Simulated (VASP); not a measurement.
Set up this calculation in VASP 6.6.1, as the native input.

```yaml
Task: single point
Functional: PBE
Dispersion: D3(BJ)
Potentials_or_basis: VASP PAW PBE potentials, release 64 (C, Si)
Cutoff: 520 eV
k_mesh: 6 × 6 × 1
Occupations: gaussian, width 0.05 eV
Spin: collinear spin
Starting_moments: "[0.0, 0.0, 0.0, 0.0, 0.0, 0.0, 0.0, 0.0, 0.0, 0.0, 0.0, 0.0, 0.0, 0.0, 0.0, 0.0, 2.0] μB"
Dipole_correction: yes
Further_INCAR_settings: LREAL = Auto; ALGO = Fast; EDIFF = 1e-06; NBANDS = 52
```

The structure of SiC16 lies in POSCAR:

```
SiC16
1.0
    4.9298676323      0.0000000000      0.0000000000
    0.0000000000      4.4224271195      0.0000000000
    0.0000000000      0.0000000000     22.6937497910
C Si
16 1
Direct
    0.2500000000      0.4155274488      0.1762599851
    0.7500000000      0.4155274488      0.1762599851
    0.0000000000      0.5195584910      0.2001803947
    0.5000000000      0.5195584910      0.2001803947
    0.0000000000      0.7272227621      0.2480852155
    0.5000000000      0.7272227621      0.2480852155
    0.2500000000      0.8312538043      0.2720056251
    0.7500000000      0.8312538043      0.2720056251
    0.2500000000      0.0442051686      0.3198734326
    0.7500000000      0.0442051686      0.3198734326
    0.0000000000      0.1500808487      0.3425973485
    0.5000000000      0.1500808487      0.3425973485
    0.0000000000      0.3779776253      0.3900566375
    0.5000000000      0.3779776253      0.3900566375
    0.2500000000      0.4764186278      0.4095290499
    0.7500000000      0.4764186278      0.4095290499
    0.5000000000      1.2264186278      0.5329110395
```

One way to write it, as run:

INCAR

```
SYSTEM = SiC16
PREC = Accurate ; ENCUT = 520
EDIFF = 1E-6 ; ISMEAR = 0
SIGMA = 0.05 ; LREAL = Auto
LASPH = .TRUE. ; NELM = 150
ALGO = Fast ; ISIF = 2
LWAVE = .FALSE. ; LCHARG = .FALSE.
ISPIN = 2 ; MAGMOM = 0 0 0 0 0 0 0 0 0 0 0 0 0 0 0 0 2
LORBIT = 11 ; LDIPOL = .TRUE.
IDIPOL = 3 ; DIPOL = 0.5 0.5 0.309
GGA = PE ; IVDW = 12
NBANDS = 52
```

KPOINTS

```
Automatic mesh
0
G
  6 6 1
  0 0 0
```

Potentials or basis: VASP PAW PBE potentials, release 64 (C, Si).

Run with:

```bash
$ cat potpaw_PBE.64/C/POTCAR potpaw_PBE.64/Si/POTCAR > POTCAR
$ mpirun -np 1 vasp_std > vasp.out
```

Results of the run:

| Item | Value |
| --- | --- |
| Largest force | 3.125 eV/Å |
| Net moment | 1.89 μB per cell |
| Site moments | C +0.01, +0.00, -0.01, -0.00, +0.06, +0.31 (each value once); Si +0.16 μB |
| Valence electrons inside the program's atomic spheres | C 2.44, 2.64, 2.63, 2.65, 2.62, 2.66, 2.51 (each value once); Si 1.45 |
| Dispersion energy per atom | -0.124 eV |

Caveat: a moment this small can come from the mesh or the smearing.

Wall time 2.3 h on 1 thread of Oxide Virtual Turin-like Processor, with other jobs on the host, peak memory 1 GiB.
